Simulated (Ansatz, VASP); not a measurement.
**Zn3S in VASP and in Ansatz**

Contents of INCAR:

```
SYSTEM = Zn3S
PREC = Accurate ; ENCUT = 600
EDIFF = 1E-7 ; ISMEAR = 0
SIGMA = 0.1 ; LREAL = .False.
LASPH = .True. ; NELM = 80
ALGO = Normal ; ISIF = 3
LWAVE = .False. ; LCHARG = .False.
GGA = PE ; IBRION = 2
NSW = 90 ; EDIFFG = -0.04
```

File KPOINTS:

```
regular mesh
0
Gamma
  4 4 4
  0 0 0
```

Contents of POSCAR:

```
Zn3S
1.0
    3.9388531358      0.0000000000      0.0000000000
    0.0000000000      3.9388531358      0.0000000000
    0.0000000000      0.0000000000      3.8983672231
Zn S
3 1
Direct
    0.0000000000      0.5000000000      0.5000000000
    0.5000000000      0.0000000000      0.5000000000
    0.5000000000      0.5000000000      0.0000000000
    0.0000000000      0.0000000000      0.0000000000
```

Input for Ansatz:

```yaml
crystal:
  lattice:
    - [3.9388531358, 0.0, 0.0]
    - [0.0, 3.9388531358, 0.0]
    - [0.0, 0.0, 3.8983672231]
  atoms:
    - { symbol: Zn, position: [0.0, 0.5, 0.5] }
    - { symbol: Zn, position: [0.5, 0.0, 0.5] }
    - { symbol: Zn, position: [0.5, 0.5, 0.0] }
    - { symbol: S, position: [0.0, 0.0, 0.0] }
basis:
  ecutwfc: 420
kpoints:
  mp_grid: { grid: [4, 4, 4] }
hamiltonian:
  xc: pbe
scf:
  occupations: { method: gaussian, width: 0.1 }
  lower_state_search: "off"
output:
  forces: true
  stress: true
  eigenvalues: true
relax:
  adjacent_minimum: "off"
  f_tol: 0.04
  max_steps: 70
  cell: { stress_tol: 0.4 }
```

Alike in both runs: task relaxation of cell and atoms; functional PBE; k mesh 4 × 4 × 4; occupations gaussian, width 0.1 eV; no spin polarisation.

```csv
,VASP,Ansatz
version,VASP 6.6.1,Ansatz 0.2.0
potentials or method,"VASP PAW PBE potentials, release 64 (Zn, S), cutoff 600 eV","scalar-relativistic, plane waves, PAW"
valence electrons in the cell,42,42
```

|  | VASP | Ansatz | Ansatz less VASP |
| --- | --- | --- | --- |
| gap on the k mesh at the Fermi level, each at its own relaxed structure (eV) | none | none | - |
| relaxed volume (Å³/atom) | 16.59 | 16.44 | -0.142 |
| relaxed length of the cell vector where the two differ most in proportion (Å) | 4.060 | 4.045 | -0.0151 |

A gap of «none» marks a metal or a gap that the smearing closes.

The k mesh is coarse, so the values compare programs but aren't converged.
